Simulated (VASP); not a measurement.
# Cs2AgBiBr6 (Fm-3m) in VASP: a series of runs

Runs on Cs2AgBiBr6. Level: PBEsol. Tasks: single point.

Program: VASP 6.6.1. These are calculated values, not measurements. Logs are shortened: lines on timing, memory, paths and dates and some standing lists are left out, and cuts for length are marked.

**1. The cell of the first run**

Symmetry: Fm-3m, No. 225, cubic system. The conventional cell has a = 10.721 Å, b = 10.721 Å, c = 10.721 Å, α = 90.00°, β = 90.00°, γ = 90.00°. Within 5.0 Å of Cs (site symmetry -43m) lie 12 Br at 3.79 Å and 4 Ag at 4.64 Å and 4 Bi at 4.64 Å. Ag (site symmetry m-3m) has 6 Br at 2.61 Å within 3.4 Å. Bi (site symmetry m-3m) has 6 Br at 2.75 Å within 3.6 Å. Within 3.4 Å of Br (site symmetry 4mm) lie 1 Ag at 2.61 Å and 1 Bi at 2.75 Å.

**2. Single point, PBEsol (volume scaled by 0.88, then relaxed in part)**

INCAR

```
PREC = Accurate
ENCUT = 520
EDIFF = 1E-6
ISMEAR = 0
SIGMA = 0.02
LREAL = False
LASPH = True
NELM = 60
ALGO = Normal
ISIF = 2
LWAVE = False
LCHARG = False
GGA = PS
NBANDS = 54
```

KPOINTS

```
Automatic mesh
0
Gamma
  4 4 4
```

POSCAR

```
Cs2AgBiBr6
1.0
    0.0000000000      5.3603414000      5.3603414000
    5.3603414000      0.0000000000      5.3603414000
    5.3603414000      5.3603414000      0.0000000000
Cs Ag Bi Br
2 1 1 6
Direct
    0.2500000000      0.2500000000      0.2500000000
    0.7500000000      0.7500000000      0.7500000000
    0.5000000000      0.5000000000      0.5000000000
    0.0000000000      0.0000000000      0.0000000000
    0.2562039527      0.7437960473      0.2562039527
    0.2562039527      0.7437960473      0.7437960473
    0.7437960473      0.2562039527      0.7437960473
    0.7437960473      0.2562039527      0.2562039527
    0.2562039527      0.2562039527      0.7437960473
    0.7437960473      0.7437960473      0.2562039527
```

Potentials or basis: VASP PAW PBE potentials, release 64 (Cs_sv, Ag, Bi_d, Br).

On the command line:

```sh
$ cat potpaw_PBE.64/Cs_sv/POTCAR potpaw_PBE.64/Ag/POTCAR potpaw_PBE.64/Bi_d/POTCAR potpaw_PBE.64/Br/POTCAR > POTCAR
$ mpirun -np 1 vasp_std > vasp.out
```

OUTCAR:

```text
PREC = Accurate
   ENCUT = 520
   EDIFF = 1E-6
   ISMEAR = 0
   LREAL = False
   LASPH = True
   NELM = 60
   ISIF = 2
   GGA = PS

 ion  position               nearest neighbor table
   1  0.250  0.250  0.250-
   2  0.750  0.750  0.750-
   3  0.500  0.500  0.500-   5 2.61   6 2.61   7 2.61   8 2.61   9 2.61  10 2.61
   4  0.000  0.000  0.000-   5 2.75   6 2.75   7 2.75   8 2.75   9 2.75  10 2.75
   5  0.256  0.744  0.256-   3 2.61   4 2.75
   6  0.256  0.744  0.744-   3 2.61   4 2.75
   7  0.744  0.256  0.744-   3 2.61   4 2.75
   8  0.744  0.256  0.256-   3 2.61   4 2.75
   9  0.256  0.256  0.744-   3 2.61   4 2.75
  10  0.744  0.744  0.256-   3 2.61   4 2.75

  LATTYP: Found a face centered cubic cell.
 ALAT       =    10.7206828000

  Lattice vectors:

 A1 = (   0.0000000000,   5.3603414000,   5.3603414000)
 A2 = (   5.3603414000,   0.0000000000,   5.3603414000)
 A3 = (   5.3603414000,   5.3603414000,   0.0000000000)

Analysis of symmetry for initial positions (statically):
=====================================================================
 Subroutine PRICEL returns:
 Original cell was already a primitive cell.

 Routine SETGRP: Setting up the symmetry group for a
 face centered cubic supercell.

 Subroutine GETGRP returns: Found 48 space group operations
 (whereof 48 operations were pure point group operations)
 out of a pool of 48 trial point group operations.

The static configuration has the point symmetry O_h .

Analysis of symmetry for dynamics (positions and initial velocities):
=====================================================================
 Subroutine PRICEL returns:
 Original cell was already a primitive cell.

 Routine SETGRP: Setting up the symmetry group for a
 face centered cubic supercell.

 Subroutine GETGRP returns: Found 48 space group operations
 (whereof 48 operations were pure point group operations)
 out of a pool of 48 trial point group operations.

The dynamic configuration has the point symmetry O_h .

 Subroutine INISYM returns: Found 48 space group operations
 (whereof 48 operations are pure point group operations),
 and found     1 'primitive' translations

----------------------------------------------------------------------------------------

                                     Primitive cell

  volume of cell :     308.0402

  direct lattice vectors                    reciprocal lattice vectors
     0.000000000  5.360341400  5.360341400    -0.093277641  0.093277641  0.093277641
     5.360341400  0.000000000  5.360341400     0.093277641 -0.093277641  0.093277641
     5.360341400  5.360341400  0.000000000     0.093277641  0.093277641 -0.093277641

  length of vectors
     7.580667507  7.580667507  7.580667507     0.161561613  0.161561613  0.161561613

  position of ions in fractional coordinates (direct lattice)
     0.250000000  0.250000000  0.250000000
     0.750000000  0.750000000  0.750000000
     0.500000000  0.500000000  0.500000000
     0.000000000  0.000000000  0.000000000
     0.256203953  0.743796047  0.256203953
     0.256203953  0.743796047  0.743796047
     0.743796047  0.256203953  0.743796047
     0.743796047  0.256203953  0.256203953
     0.256203953  0.256203953  0.743796047
     0.743796047  0.743796047  0.256203953

  ion indices of the primitive-cell ions
   primitive index   ion index
                 1           1
                 2           2
                 3           3
                 4           4
                 5           5
                 6           6
                 7           7
                 8           8
                 9           9
                10          10

----------------------------------------------------------------------------------------

 KPOINTS: Automatic mesh

Automatic generation of k-mesh.
 Grid dimensions read from file:
 generate k-points for:    4    4    4

 Generating k-lattice:

  Cartesian coordinates                     Fractional coordinates (reciprocal lattice)
    -0.023319410  0.023319410  0.023319410     0.250000000  0.000000000  0.000000000
     0.023319410 -0.023319410  0.023319410     0.000000000  0.250000000  0.000000000
     0.023319410  0.023319410 -0.023319410     0.000000000  0.000000000  0.250000000

  Length of vectors
     0.040390403  0.040390403  0.040390403

  Shift w.r.t. Gamma in fractional coordinates (k-lattice)
     0.000000000  0.000000000  0.000000000

 Subroutine IBZKPT returns following result:
 ===========================================

 Found      8 irreducible k-points:

 Following reciprocal coordinates:
            Coordinates               Weight
  0.000000  0.000000  0.000000      1.000000
  0.250000  0.000000  0.000000      8.000000
  0.500000  0.000000  0.000000      4.000000
  0.250000  0.250000  0.000000      6.000000
  0.500000  0.250000  0.000000     24.000000
 -0.250000  0.250000  0.000000     12.000000
  0.500000  0.500000  0.000000      3.000000
 -0.250000  0.500000  0.250000      6.000000
   k-points           NKPTS =      8   k-points in BZ     NKDIM =      8   number of bands    NBANDS=     54
   number of dos      NEDOS =    301   number of ions     NIONS =     10
   total plane-waves  NPLWV = 175616
   dimension x,y,z NGX =    56 NGY =   56 NGZ =   56
   dimension x,y,z NGXF=   112 NGYF=  112 NGZF=  112
   ions per type =               2   1   1   6
   NGX,Y,Z   is equivalent  to a cutoff of  12.28, 12.28, 12.28 a.u.
   NGXF,Y,Z  is equivalent  to a cutoff of  24.56, 24.56, 24.56 a.u.
 SYSTEM =  unknown system
   PREC   = accura    normal or accurate (medium, high low for compatibility)
   ISTART =      0    job   : 0-new  1-cont  2-samecut
   ICHARG =      2    charge: 1-file 2-atom 10-const
   ISPIN  =      1    spin polarized calculation?
   LNONCOLLINEAR =      F non collinear calculations
   LSORBIT =      F    spin-orbit coupling
   LASPH  =      T    aspherical Exc in radial PAW
   ENCUT  =  520.0 eV  38.22 Ry    6.18 a.u.  14.10 14.10 14.10*2*pi/ulx,y,z
   NELM   =     60;   NELMIN=  2; NELMDL= -5     # of ELM steps
   EDIFF  = 0.1E-05   stopping-criterion for ELM
   LREAL  =      F    real-space projection
   EDIFFG = 0.1E-04   stopping-criterion for IOM
   NSW    =      0    number of steps for IOM
   IBRION =     -1    ionic relax: 0-MD 1-quasi-New 2-CG
   NFREE  =      0    steps in history (QN), initial steepest desc. (CG)
   ISIF   =      2    stress and relaxation
   ISYM   =      2    0-nonsym 1-usesym 2-fastsym
   POTIM  = 0.5000    time-step for ionic-motion
   TEBEG  =    0.0;   TEEND  =   0.0 temperature during run
   PSTRESS=    0.0 pullay stress
   NELECT =      86.0000    total number of electrons
   NUPDOWN=      -1.0000    fix difference up-down
   EMIN   =  10.00;   EMAX   =-10.00  energy-range for DOS
   EFERMI =   0.00;   METHOD = LEGACY
   ISMEAR =     0;   SIGMA  =   0.02  broadening in eV -4-tet -1-fermi 0-gaus
   EFERMI_NEDOS =   21; number of points for ismear=-14 and -15
   IALGO  =     38    algorithm
   IMIX   =      4    mixing-type and parameters
     AMIX     =   0.40;   BMIX     =  1.00
     AMIX_MAG =   1.60;   BMIX_MAG =  1.00
  volume/ion in A,a.u.               =      30.80       207.88
  Fermi-wavevector in a.u.,A,eV,Ry     =   1.069971  2.021951 15.576456  1.144837
  Thomas-Fermi vector in A             =   2.205666
   LORBIT       =      0    0 simple, 1 ext, 2 COOP (PROOUT), +10 PAW based schemes
   GGA     = PS    functional components
   LHFCALC =     F    Hartree Fock is set to
   AEXX    =    0.0000 exact exchange contribution
   IVDW    =     0    specifies the selected vdW correction
   LEPSILON=     F    determine dielectric tensor
   LRPA    =     F    only Hartree local field effects (RPA)
 non-spin polarized calculation
 Gauss-broadening in eV      SIGMA  =   0.02
  energy-cutoff  :      520.00
  volume of cell :      308.04
 maximum number of plane-waves:      8372
   NGX = 29   NGY = 29   NGZ = 29

 number of electron      85.9999997 magnetization

 Free energy of the ion-electron system (eV)
  ---------------------------------------------------
  ext. energy  EPLUGINS =         0.00000000
  ---------------------------------------------------
  free energy    TOTEN  =       -31.26319038 eV

  energy without entropy =      -31.26319038  energy(sigma->0) =      -31.26319038

 E-fermi :   3.0947     XC(G=0):  -9.0172

 val. band max:        2.9229695632   @ k =   0.5000   0.5000   0.0000
 cond. band min:       3.7861510210   @ k =   0.5000   0.0000   0.0000
 fundamental gap:      0.8631814578
 Fermi energy:         3.0947471104

 k-point     1 :       0.0000    0.0000    0.0000
  band No.  band energies     occupation
      1     -20.5193      2.00000
      2     -20.5193      2.00000
      3     -20.4476      2.00000
      4     -20.4476      2.00000
      5     -20.4476      2.00000
      6     -18.2839      2.00000
[... 46 lines left out ...]
     53       7.4928      0.00000
     54       8.0552      0.00000

 k-point     2 :       0.2500    0.0000    0.0000
  band No.  band energies     occupation
      1     -20.5193      2.00000
      2     -20.5193      2.00000
      3     -20.4476      2.00000
      4     -20.4476      2.00000
      5     -20.4476      2.00000
      6     -18.2809      2.00000
[... 46 lines left out ...]
     53       7.9154      0.00000
     54       8.1963      0.00000

 k-point     3 :       0.5000    0.0000    0.0000
  band No.  band energies     occupation
      1     -20.5193      2.00000
      2     -20.5193      2.00000
      3     -20.4476      2.00000
      4     -20.4475      2.00000
      5     -20.4475      2.00000
      6     -18.2746      2.00000
[... 46 lines left out ...]
     53       8.6483      0.00000
     54       8.9022      0.00000

 k-point     4 :       0.2500    0.2500    0.0000
  band No.  band energies     occupation
      1     -20.5193      2.00000
      2     -20.5192      2.00000
      3     -20.4476      2.00000
      4     -20.4475      2.00000
      5     -20.4475      2.00000
      6     -18.2804      2.00000
[... 46 lines left out ...]
     53       8.1422      0.00000
     54       8.1423      0.00000

 k-point     5 :       0.5000    0.2500    0.0000
  band No.  band energies     occupation
      1     -20.5193      2.00000
      2     -20.5193      2.00000
      3     -20.4476      2.00000
      4     -20.4476      2.00000
      5     -20.4476      2.00000
      6     -18.2763      2.00000
[... 46 lines left out ...]
     53       8.5254      0.00000
     54       8.7313      0.00000

 k-point     6 :      -0.2500    0.2500    0.0000
  band No.  band energies     occupation
      1     -20.5193      2.00000
      2     -20.5193      2.00000
      3     -20.4476      2.00000
      4     -20.4476      2.00000
      5     -20.4476      2.00000
      6     -18.2773      2.00000
[... 46 lines left out ...]
     53       8.3766      0.00000
     54       8.6861      0.00000

 k-point     7 :       0.5000    0.5000    0.0000
  band No.  band energies     occupation
      1     -20.5194      2.00000
      2     -20.5192      2.00000
      3     -20.4476      2.00000
      4     -20.4476      2.00000
      5     -20.4476      2.00000
      6     -18.2769      2.00000
[... 46 lines left out ...]
     53       8.6180      0.00000
     54       9.0924      0.00000

 k-point     8 :      -0.2500    0.5000    0.2500
  band No.  band energies     occupation
      1     -20.5193      2.00000
      2     -20.5193      2.00000
      3     -20.4476      2.00000
      4     -20.4476      2.00000
      5     -20.4476      2.00000
      6     -18.2742      2.00000
[... 46 lines left out ...]
     53       8.6950      0.00000
     54       8.7094      0.00000

------------------------ aborting loop because EDIFF is reached ----------------------------------------

  FORCE on cell =-STRESS in cart. coord.  units (eV):
  Direction    XX          YY          ZZ          XY          YZ          ZX
  --------------------------------------------------------------------------------------
  -------------------------------------------------------------------------------------
  Total        9.3653083      9.3653083      9.3653083     -0.0000000      0.0000000      0.0000000
  in kB       48.7108055     48.7108055     48.7108055     -0.0000000      0.0000000      0.0000000
  external PRESSURE =      48.7108055 kB  Pullay stress =       0.0000000 kB

 VOLUME and BASIS-vectors are now :
 -----------------------------------------------------------------------------
  energy-cutoff  :      520.00
  volume of cell :      308.04
      direct lattice vectors                 reciprocal lattice vectors
     0.000000000  5.360341400  5.360341400    -0.093277641  0.093277641  0.093277641
     5.360341400  0.000000000  5.360341400     0.093277641 -0.093277641  0.093277641
     5.360341400  5.360341400  0.000000000     0.093277641  0.093277641 -0.093277641

 POSITION                                       TOTAL-FORCE (eV/Angst)
 -----------------------------------------------------------------------------------
      2.68017      2.68017      2.68017         0.000000     -0.000000     -0.000000
      8.04051      8.04051      8.04051         0.000000     -0.000000     -0.000000
      5.36034      5.36034      5.36034         0.000000      0.000000     -0.000000
      0.00000      0.00000      0.00000         0.000000      0.000000     -0.000000
      5.36034      2.74668      5.36034         0.000000      0.006181     -0.000000
      7.97400      5.36034      5.36034        -0.006181      0.000000     -0.000000
      5.36034      7.97400      5.36034         0.000000     -0.006181     -0.000000
      2.74668      5.36034      5.36034         0.006181      0.000000     -0.000000
      5.36034      5.36034      2.74668         0.000000      0.000000      0.006181
      5.36034      5.36034      7.97400         0.000000      0.000000     -0.006181
 -----------------------------------------------------------------------------------
    total drift:                                0.000000      0.000000      0.000000

  FREE ENERGIE OF THE ION-ELECTRON SYSTEM (eV)
  ---------------------------------------------------
  free  energy   TOTEN  =       -31.2631903797 eV

  energy  without entropy=      -31.2631903797  energy(sigma->0) =      -31.26319038
```

Run time: 2.4 min. Hardware: 1 thread of Intel Xeon 6975P-C, shared host; peak memory 0.49 GiB.

Results:

```yaml
Free_energy: -31.2632 eV
Pressure: 4.9 GPa
Largest_force: 0.006 eV/Å
Band_gap_on_the_k_mesh: 0.86 eV, indirect (least direct gap 2.34 eV)
```

Forces on the atoms (eV/Å):
```
Cs   0.000  0.000  0.000
Cs   0.000  0.000  0.000
Ag   0.000  0.000  0.000
Bi   0.000  0.000  0.000
Br   0.000  0.006  0.000
Br  -0.006  0.000  0.000
Br   0.000 -0.006  0.000
Br   0.006  0.000  0.000
Br   0.000  0.000  0.006
Br   0.000  0.000 -0.006
```

Caveat: the PAW data sets were made with another functional, which shifts forces and pressure a little; spin-orbit coupling is left out, which moves the levels of the heavy elements.

**3. Single point, PBEsol (volume scaled by 0.91, then relaxed in part)**

Changes to INCAR since step 2:

```diff
@@ -2,3 +2,3 @@
 ENCUT = 520
-EDIFF = 1E-6
+EDIFF = 1E-7
 ISMEAR = 0
@@ -7,3 +7,3 @@
 LASPH = True
-NELM = 60
+NELM = 100
 ALGO = Normal
```

KPOINTS

```
regular mesh
0
Gamma
  4 4 4
```

POSCAR

```
Cs2AgBiBr6
1.0
    0.0000000000      5.4205749967      5.4205749967
    5.4205749967      0.0000000000      5.4205749967
    5.4205749967      5.4205749967      0.0000000000
Cs Ag Bi Br
2 1 1 6
Direct
    0.2500000000      0.2500000000      0.2500000000
    0.7500000000      0.7500000000      0.7500000000
    0.5000000000      0.5000000000      0.5000000000
    0.0000000000      0.0000000000      0.0000000000
    0.2557530844      0.7442469156      0.2557530844
    0.2557530844      0.7442469156      0.7442469156
    0.7442469156      0.2557530844      0.7442469156
    0.7442469156      0.2557530844      0.2557530844
    0.2557530844      0.2557530844      0.7442469156
    0.7442469156      0.7442469156      0.2557530844
```

Potentials or basis: VASP PAW PBE potentials, release 64 (Cs_sv, Ag, Bi_d, Br).

On the command line:

```sh
$ cat potpaw_PBE.64/Cs_sv/POTCAR potpaw_PBE.64/Ag/POTCAR potpaw_PBE.64/Bi_d/POTCAR potpaw_PBE.64/Br/POTCAR > POTCAR
$ mpirun -np 1 vasp_std > vasp.out
```

It took 3.9 min on 1 thread of Intel Xeon 6975P-C, shared host; peak memory 0.59 GiB.

Results (log left out):

```yaml
Free_energy: -31.5305 eV
Pressure: 3.3 GPa
Largest_force: 0.006 eV/Å
Band_gap_on_the_k_mesh: 0.93 eV, indirect (least direct gap 2.34 eV)
```

Forces on the atoms (eV/Å):
```
Cs   0.000  0.000  0.000
Cs   0.000  0.000  0.000
Ag   0.000  0.000  0.000
Bi   0.000  0.000  0.000
Br   0.000  0.006  0.000
Br  -0.006  0.000  0.000
Br   0.000 -0.006  0.000
Br   0.006  0.000  0.000
Br   0.000  0.000  0.006
Br   0.000  0.000 -0.006
```

Levels at points of the mesh, in eV from the valence-band top:
```tsv
k point	band 41	band 42	band 43	band 44	band 45	band 46
(0.00, 0.00, 0.00)	-1.64	-0.78	-0.78	1.84	1.84	1.84
(0.50, 0.00, 0.00)	-1.85	-1.58	-1.58	0.93	3.61	3.61
(0.50, 0.50, 0.00)	-1.67	-0.79	0.00	2.47	2.47	2.91
```

Caveat: the PAW data sets were made with another functional, which shifts forces and pressure a little; spin-orbit coupling is left out, which moves the levels of the heavy elements.

**4. Single point, PBEsol (volume scaled by 0.94, then relaxed in part)**

INCAR

```
PREC = Accurate ; ENCUT = 520
EDIFF = 1E-6 ; ISMEAR = 0
SIGMA = 0.02 ; LREAL = False
LASPH = True ; NELM = 100
ALGO = Normal ; ISIF = 2
LWAVE = False ; LCHARG = False
GGA = PS ; NBANDS = 54
```

KPOINTS

```
Automatic mesh
0
Gamma
  4 4 4
```

POSCAR

```
Cs2AgBiBr6
1.0
    0.0000000000      5.4794989065      5.4794989065
    5.4794989065      0.0000000000      5.4794989065
    5.4794989065      5.4794989065      0.0000000000
Cs Ag Bi Br
2 1 1 6
Direct
    0.2500000000      0.2500000000      0.2500000000
    0.7500000000      0.7500000000      0.7500000000
    0.5000000000      0.5000000000      0.5000000000
    0.0000000000      0.0000000000      0.0000000000
    0.2552263518      0.7447736482      0.2552263518
    0.2552263518      0.7447736482      0.7447736482
    0.7447736482      0.2552263518      0.7447736482
    0.7447736482      0.2552263518      0.2552263518
    0.2552263518      0.2552263518      0.7447736482
    0.7447736482      0.7447736482      0.2552263518
```

On the command line:

```sh
$ cat potpaw_PBE.64/Cs_sv/POTCAR potpaw_PBE.64/Ag/POTCAR potpaw_PBE.64/Bi_d/POTCAR potpaw_PBE.64/Br/POTCAR > POTCAR
$ mpirun -np 1 vasp_std > vasp.out
```

It took 3.8 min on 1 thread of Intel Xeon 6975P-C, shared host; peak memory 0.59 GiB.

The run converged. Its results:

```
Free energy            : -31.7032 eV
Pressure               : 2.0 GPa
Largest force          : 0.006 eV/Å
Band gap on the k mesh : 0.99 eV, indirect (least direct gap 2.34 eV)
```

Forces in eV/Å, atoms in the order of the input:
```
Cs   0.000  0.000  0.000
Cs   0.000  0.000  0.000
Ag   0.000  0.000  0.000
Bi   0.000  0.000  0.000
Br   0.000  0.006  0.000
Br  -0.006  0.000  0.000
Br   0.000 -0.006  0.000
Br   0.006  0.000  0.000
Br   0.000  0.000  0.006
Br   0.000  0.000 -0.006
```

Levels at points of the mesh, in eV from the valence-band top:
```tsv
k point	band 40	band 41	band 42	band 43	band 44	band 45	band 46	band 47
(0.00, 0.00, 0.00)	-1.50	-1.50	-0.72	-0.72	1.92	1.92	1.92	3.32
(0.50, 0.00, 0.00)	-1.87	-1.74	-1.47	-1.47	0.99	3.58	3.58	4.66
(0.50, 0.50, 0.00)	-1.90	-1.53	-0.73	0.00	2.51	2.51	2.93	4.64
```

Caveat: the PAW data sets were made with another functional, which shifts forces and pressure a little; spin-orbit coupling is left out, which moves the levels of the heavy elements.

[end of part 1 of 2]
